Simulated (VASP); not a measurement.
# SnTe (Pm-3m) in VASP: settings compared, part 2 of 2

VASP 6.6.1. The steps go on from the part before.

**4. Relaxation of cell and atoms, RPBE+D4**

This run uses another cell than the first one, of 29.77 Å³/atom, 0.962 times its volume.

INCAR

```
PREC     = Accurate       # precision mode
ENCUT    = 600            # plane-wave cutoff, eV
EDIFF    = 1E-7           # SCF threshold, eV
ISMEAR   = -1             # smearing method
SIGMA    = 0.05           # smearing width, eV
LREAL    = False          # projectors in reciprocal space
LASPH    = True           # aspherical terms in the spheres
NELM     = 80             # most SCF steps
ALGO     = Normal         # electronic algorithm
ISIF     = 3              # what is computed and relaxed
LWAVE    = False          # write WAVECAR
LCHARG   = False          # write CHGCAR
GGA      = RP             # functional
IVDW     = 13             # dispersion correction
IBRION   = 2              # ionic algorithm
NSW      = 60             # ionic steps
EDIFFG   = -0.01          # ionic threshold
```

KPOINTS

```
Automatic mesh
0
Gamma
  7 7 7
```

POSCAR

```
SnTe
1.0
    3.9047000000      0.0000000000      0.0000000000
    0.0000000000      3.9047000000      0.0000000000
    0.0000000000      0.0000000000      3.9047000000
Te Sn
1 1
Direct
    0.5000000000      0.5000000000      0.5000000000
    0.0000000000      0.0000000000      0.0000000000
```

Potentials or basis: VASP PAW PBE potentials, release 64 (Te, Sn_d).

Launch:

```sh
$ cat potpaw_PBE.64/Te/POTCAR potpaw_PBE.64/Sn_d/POTCAR > POTCAR
$ mpirun -np 1 vasp_std > vasp.out
```

OUTCAR:

```text
PREC = Accurate
   ENCUT = 600
   EDIFF = 1E-7
   ISMEAR = -1
   LREAL = False
   LASPH = True
   NELM = 80
   ISIF = 3
   GGA = RP
   IVDW = 13
   IBRION = 2
   NSW = 60
   EDIFFG = -0.01

 ion  position               nearest neighbor table
   1  0.500  0.500  0.500-   2 3.38   2 3.38   2 3.38   2 3.38   2 3.38   2 3.38   2 3.38   2 3.38

   2  0.000  0.000  0.000-   1 3.38   1 3.38   1 3.38   1 3.38   1 3.38   1 3.38   1 3.38   1 3.38

  LATTYP: Found a simple cubic cell.
 ALAT       =     3.9047000000

  Lattice vectors:

 A1 = (   3.9047000000,   0.0000000000,   0.0000000000)
 A2 = (   0.0000000000,   3.9047000000,   0.0000000000)
 A3 = (   0.0000000000,   0.0000000000,   3.9047000000)

Analysis of symmetry for initial positions (statically):
=====================================================================
 Subroutine PRICEL returns:
 Original cell was already a primitive cell.

 Routine SETGRP: Setting up the symmetry group for a
 simple cubic supercell.

 Subroutine GETGRP returns: Found 48 space group operations
 (whereof 48 operations were pure point group operations)
 out of a pool of 48 trial point group operations.

The static configuration has the point symmetry O_h .

Analysis of symmetry for dynamics (positions and initial velocities):
=====================================================================
 Subroutine PRICEL returns:
 Original cell was already a primitive cell.

 Routine SETGRP: Setting up the symmetry group for a
 simple cubic supercell.

 Subroutine GETGRP returns: Found 48 space group operations
 (whereof 48 operations were pure point group operations)
 out of a pool of 48 trial point group operations.

The dynamic configuration has the point symmetry O_h .

 Subroutine INISYM returns: Found 48 space group operations
 (whereof 48 operations are pure point group operations),
 and found     1 'primitive' translations

----------------------------------------------------------------------------------------

                                     Primitive cell

  volume of cell :      59.5337

  direct lattice vectors                    reciprocal lattice vectors
     3.904700000  0.000000000  0.000000000     0.256101621  0.000000000  0.000000000
     0.000000000  3.904700000  0.000000000     0.000000000  0.256101621  0.000000000
     0.000000000  0.000000000  3.904700000     0.000000000  0.000000000  0.256101621

  length of vectors
     3.904700000  3.904700000  3.904700000     0.256101621  0.256101621  0.256101621

  position of ions in fractional coordinates (direct lattice)
     0.500000000  0.500000000  0.500000000
     0.000000000  0.000000000  0.000000000

  ion indices of the primitive-cell ions
   primitive index   ion index
                 1           1
                 2           2

----------------------------------------------------------------------------------------

 KPOINTS: Automatic mesh

Automatic generation of k-mesh.
 Grid dimensions read from file:
 generate k-points for:    7    7    7

 Generating k-lattice:

  Cartesian coordinates                     Fractional coordinates (reciprocal lattice)
     0.036585946  0.000000000  0.000000000     0.142857143  0.000000000  0.000000000
     0.000000000  0.036585946  0.000000000     0.000000000  0.142857143  0.000000000
     0.000000000  0.000000000  0.036585946     0.000000000  0.000000000  0.142857143

  Length of vectors
     0.036585946  0.036585946  0.036585946

  Shift w.r.t. Gamma in fractional coordinates (k-lattice)
     0.000000000  0.000000000  0.000000000

 Subroutine IBZKPT returns following result:
 ===========================================

 Found     20 irreducible k-points:

 Following reciprocal coordinates:
            Coordinates               Weight
  0.000000  0.000000  0.000000      1.000000
  0.142857  0.000000  0.000000      6.000000
  0.285714  0.000000  0.000000      6.000000
  0.428571  0.000000  0.000000      6.000000
  0.142857  0.142857  0.000000     12.000000
  0.285714  0.142857  0.000000     24.000000
[... 12 lines left out ...]
  0.428571  0.428571  0.285714     24.000000
  0.428571  0.428571  0.428571      8.000000
   k-points           NKPTS =     20   k-points in BZ     NKDIM =     20   number of bands    NBANDS=     14
   number of dos      NEDOS =    301   number of ions     NIONS =      2
   total plane-waves  NPLWV =  32768
   dimension x,y,z NGX =    32 NGY =   32 NGZ =   32
   dimension x,y,z NGXF=    64 NGYF=   64 NGZF=   64
   ions per type =               1   1
   NGX,Y,Z   is equivalent  to a cutoff of  13.62, 13.62, 13.62 a.u.
   NGXF,Y,Z  is equivalent  to a cutoff of  27.25, 27.25, 27.25 a.u.
 SYSTEM =  unknown system
   PREC   = accura    normal or accurate (medium, high low for compatibility)
   ISTART =      0    job   : 0-new  1-cont  2-samecut
   ICHARG =      2    charge: 1-file 2-atom 10-const
   ISPIN  =      1    spin polarized calculation?
   LNONCOLLINEAR =      F non collinear calculations
   LSORBIT =      F    spin-orbit coupling
   LASPH  =      T    aspherical Exc in radial PAW
   ENCUT  =  600.0 eV  44.10 Ry    6.64 a.u.   7.80  7.80  7.80*2*pi/ulx,y,z
   NELM   =     80;   NELMIN=  2; NELMDL= -5     # of ELM steps
   EDIFF  = 0.1E-06   stopping-criterion for ELM
   LREAL  =      F    real-space projection
   EDIFFG = -.1E-01   stopping-criterion for IOM
   NSW    =     60    number of steps for IOM
   IBRION =      2    ionic relax: 0-MD 1-quasi-New 2-CG
   NFREE  =      1    steps in history (QN), initial steepest desc. (CG)
   ISIF   =      3    stress and relaxation
   ISYM   =      2    0-nonsym 1-usesym 2-fastsym
   POTIM  = 0.5000    time-step for ionic-motion
   TEBEG  =    0.0;   TEEND  =   0.0 temperature during run
   PSTRESS=    0.0 pullay stress
   NELECT =      20.0000    total number of electrons
   NUPDOWN=      -1.0000    fix difference up-down
   EMIN   =  10.00;   EMAX   =-10.00  energy-range for DOS
   EFERMI =   0.00;   METHOD = LEGACY
   ISMEAR =    -1;   SIGMA  =   0.05  broadening in eV -4-tet -1-fermi 0-gaus
   EFERMI_NEDOS =   21; number of points for ismear=-14 and -15
   IALGO  =     38    algorithm
   IMIX   =      4    mixing-type and parameters
     AMIX     =   0.40;   BMIX     =  1.00
     AMIX_MAG =   1.60;   BMIX_MAG =  1.00
  volume/ion in A,a.u.               =      29.77       200.88
  Fermi-wavevector in a.u.,A,eV,Ry     =   1.138057  2.150615 17.621893  1.295173
  Thomas-Fermi vector in A             =   2.274761
   LORBIT       =      0    0 simple, 1 ext, 2 COOP (PROOUT), +10 PAW based schemes
   GGA     = RP    functional components
   LHFCALC =     F    Hartree Fock is set to
   AEXX    =    0.0000 exact exchange contribution
   IVDW    =    13    specifies the selected vdW correction
   LEPSILON=     F    determine dielectric tensor
   LRPA    =     F    only Hartree local field effects (RPA)
 conjugate gradient relaxation of ions
 non-spin polarized calculation
  energy-cutoff  :      600.00
  volume of cell :       59.53
 maximum number of plane-waves:      2001
 NGX is ok and might be reduce to    32
   NGX = 15   NGY = 15   NGZ = 15

--------------------------------------- Ionic step        1  -------------------------------------------

 number of electron      19.9999995 magnetization

 Free energy of the ion-electron system (eV)
  ---------------------------------------------------
  ext. energy  EPLUGINS =         0.00000000
  ---------------------------------------------------
  free energy    TOTEN  =        -6.34705549 eV

  energy without entropy =       -6.32744170  energy(sigma->0) =       -6.33724859

------------------------ aborting loop because EDIFF is reached ----------------------------------------

  DFT-D4 for vdW energy calculation

  Edisp (eV):   -1.73291
[... 31 lines left out ...]
--------------------------------------- Ionic step        2  -------------------------------------------

 number of electron      20.0000003 magnetization

 E-fermi :   7.3615     XC(G=0):  -9.9055

 val. band max:        7.3566089490   @ k =   0.4286   0.4286   0.4286
 cond. band min:       7.5338873011   @ k =   0.2857   0.1429   0.1429
 fundamental gap:      0.1772783522
 Fermi energy:         7.3614525223

 k-point     1 :       0.0000    0.0000    0.0000
  band No.  band energies     occupation
      1     -14.2524      2.00000
      2     -14.2524      2.00000
      3     -14.2122      2.00000
      4     -14.2122      2.00000
      5     -14.2122      2.00000
      6      -5.0644      2.00000
      7       2.2173      2.00000
      8       5.6092      2.00000
      9       5.6092      2.00000
     10       5.6092      2.00000
     11      10.9297      0.00000
     12      10.9297      0.00000
     13      12.9403      0.00000
     14      12.9403      0.00000
[... 440 lines left out ...]
--------------------------------------- Ionic step        5  -------------------------------------------

 number of electron      20.0000005 magnetization

 Free energy of the ion-electron system (eV)
  ---------------------------------------------------
  ext. energy  EPLUGINS =         0.00000000
  ---------------------------------------------------
  free energy    TOTEN  =        -6.26648376 eV

  energy without entropy =       -6.25756421  energy(sigma->0) =       -6.26202399

 E-fermi :   8.3798     XC(G=0): -10.2753

 val. band max:        8.3421931763   @ k =   0.4286   0.2857   0.0000
 cond. band min:       8.4567843584   @ k =   0.2857   0.1429   0.0000
 fundamental gap:      0.1145911821
 Fermi energy:         8.3798134509

 k-point     1 :       0.0000    0.0000    0.0000
  band No.  band energies     occupation
      1     -13.2275      2.00000
      2     -13.2275      2.00000
      3     -13.1762      2.00000
      4     -13.1762      2.00000
      5     -13.1762      2.00000
      6      -4.6387      2.00000
      7       3.4894      2.00000
      8       6.4123      2.00000
      9       6.4123      2.00000
     10       6.4123      2.00000
     11      11.7448      0.00000
     12      11.7448      0.00000
     13      14.4986      0.00000
     14      14.4986      0.00000
[... 354 lines left out ...]
  FREE ENERGIE OF THE ION-ELECTRON SYSTEM (eV)
  ---------------------------------------------------
  free  energy   TOTEN  =        -8.1495885187 eV

  energy  without entropy=       -8.1406689667  energy(sigma->0) =       -8.14512874

 reached required accuracy - stopping structural energy minimisation
```

It took 1.8 min on 1 thread of AMD EPYC 7R43 (Zen 3), shared host; peak memory 0.16 GiB.

What came out:

| Item | Value |
| --- | --- |
| Free energy | -8.1496 eV |
| Relaxed volume | 26.95 Å³/atom |
| Relaxed cell | a = 3.777 Å, b = 3.777 Å, c = 3.777 Å, α = 90.00°, β = 90.00°, γ = 90.00° |
| Space group after relaxing (to 0.05 Å) | Pm-3m (No. 221) |
| Energy gained by relaxing | 34.8 meV/atom |
| Ionic steps | 5 |
| Pressure after relaxing | 0.0 GPa |
| Band gap on the k mesh | zero (band 10 reaches 8.78 eV, above the bottom of band 11 at 7.27 eV) |
| Dispersion energy per atom | -0.942 eV |

The path:
```tsv
step	energy change (eV)	largest force (eV/Å)	pressure (GPa)	volume (Å³)
1	0.0000	0.0000	-0.79	59.53
2	-0.0201	0.0000	-3.11	58.28
3	-0.0679	0.0000	-0.71	54.62
4	-0.0694	0.0000	0.24	53.65
5	-0.0696	0.0000	0.00	53.89
```

Final structure:
```
Te Sn
1.0
     3.77730    0.00000    0.00000
     0.00000    3.77730    0.00000
     0.00000    0.00000    3.77730
Te Sn
1 1
Cartesian
  1.8886 1.8886 1.8886
  0.0000 0.0000 0.0000
```

Caveat: the PAW data sets were made with another functional, which shifts forces and pressure a little; spin-orbit coupling is left out, which moves the levels of the heavy elements; pairwise dispersion overbinds metals, which lowers pressure and volume.

**5. Single point, revPBE**

This run uses another cell than the first one, of 29.72 Å³/atom, 0.960 times its volume.

INCAR

```
PREC = Accurate ; ENCUT = 520
EDIFF = 1E-7 ; ISMEAR = -1
SIGMA = 0.05 ; LREAL = False
LASPH = True ; NELM = 80
ALGO = Normal ; ISIF = 2
LWAVE = False ; LCHARG = False
GGA = RE ; NBANDS = 17
```

KPOINTS

```
regular mesh
0
Gamma
  7 7 7
```

POSCAR

```
SnTe
1.0
    3.9026244189      0.0000000000      0.0000000000
    0.0000000000      3.9026244189      0.0000000000
    0.0000000000      0.0000000000      3.9026244189
Te Sn
1 1
Direct
    0.5000000000      0.5000000000      0.5000000000
    0.0000000000      0.0000000000      0.0000000000
```

Launch:

```sh
$ cat potpaw_PBE.64/Te/POTCAR potpaw_PBE.64/Sn_d/POTCAR > POTCAR
$ mpirun -np 1 vasp_std > vasp.out
```

Wall time 14 s (1 thread of Intel Xeon Platinum 8559C (Emerald Rapids), shared host); peak memory 0.17 GiB.

Results (log left out):

```
Free energy            : -6.4497 eV
Pressure               : -0.1 GPa
Band gap on the k mesh : zero (band 10 reaches 7.32 eV, above the bottom of band 11 at 6.28 eV)
```

Levels at points of the mesh, in eV from the Fermi level:
| k point | band 6 | band 7 | band 8 | band 9 | band 10 | band 11 | band 12 | band 13 | band 14 | band 15 |
| --- | --- | --- | --- | --- | --- | --- | --- | --- | --- | --- |
| (0.00, 0.00, 0.00) | -12.30 | -5.23 | -1.71 | -1.71 | -1.71 | 3.61 | 3.61 | 5.43 | 5.43 | 5.43 |

Caveat: the PAW data sets were made with another functional, which shifts forces and pressure a little; spin-orbit coupling is left out, which moves the levels of the heavy elements.

**6. Single point, BLYP**

This run uses another cell than the first one, of 29.77 Å³/atom, 0.962 times its volume.

INCAR

```
PREC = Accurate
ENCUT = 520
EDIFF = 1E-6
ISMEAR = -1
SIGMA = 0.05
LREAL = False
LASPH = True
NELM = 60
ALGO = Normal
ISIF = 2
LWAVE = False
LCHARG = False
GGA = B5
ALDAX = 1.0
AGGAX = 1.0
AGGAC = 1.0
ALDAC = 0.0
NBANDS = 17
```

KPOINTS is that of step 5.

POSCAR

```
SnTe
1.0
    3.9047000000      0.0000000000      0.0000000000
    0.0000000000      3.9047000000      0.0000000000
    0.0000000000      0.0000000000      3.9047000000
Te Sn
1 1
Direct
    0.5000000000      0.5000000000      0.5000000000
    0.0000000000      0.0000000000      0.0000000000
```

Potentials or basis: VASP PAW PBE potentials, release 64 (Te, Sn_d).

Launch:

```sh
$ cat potpaw_PBE.64/Te/POTCAR potpaw_PBE.64/Sn_d/POTCAR > POTCAR
$ mpirun -np 1 vasp_std > vasp.out
```

It took 19 s on 1 thread of Intel Xeon Platinum 8559C (Emerald Rapids), shared host; peak memory 0.17 GiB.

It converged, with:

| Quantity | Value |
| --- | --- |
| Free energy | -5.5494 eV |
| Pressure | 3.9 GPa |
| Band gap on the k mesh | zero (band 10 reaches 7.67 eV, above the bottom of band 11 at 6.72 eV) |

Levels at points of the mesh, in eV from the Fermi level:
```
           k point  band 8  band 9  band 10  band 11  band 12  band 13
(0.00, 0.00, 0.00)   -1.71   -1.71    -1.71     3.97     3.97     5.20
```

Caveat: the PAW data sets were made with another functional, which shifts forces and pressure a little; spin-orbit coupling is left out, which moves the levels of the heavy elements.

**7. Summary**

```csv
task,level,cell,cutoff (eV),gap on the mesh (eV),pressure (GPa)
single point,PBE,"a = 3.956 Å, 2 atoms",520,none,-2.2
single point,PBE,"a = 3.981 Å, 2 atoms",520,none,-2.6
relaxation of cell and atoms,RPBE+D4,"relaxed from a = 3.905 Å, 2 atoms",600,none,0.0
single point,revPBE,"a = 3.903 Å, 2 atoms",520,none,-0.1
single point,BLYP,"a = 3.905 Å, 2 atoms",520,none,3.9
```

Alike in all rows: potentials or basis VASP PAW PBE potentials, release 64 (Te, Sn_d); no spin polarisation; k mesh 7 × 7 × 7; smearing fermi-dirac 0.05 eV.

Caveats: spin-orbit coupling is left out, which moves the levels of the heavy elements; the PAW data sets were made with another functional, which shifts forces and pressure a little (some runs); pairwise dispersion overbinds metals, which lowers pressure and volume (some runs).

Absolute energies hang on the potentials; compare differences alone.
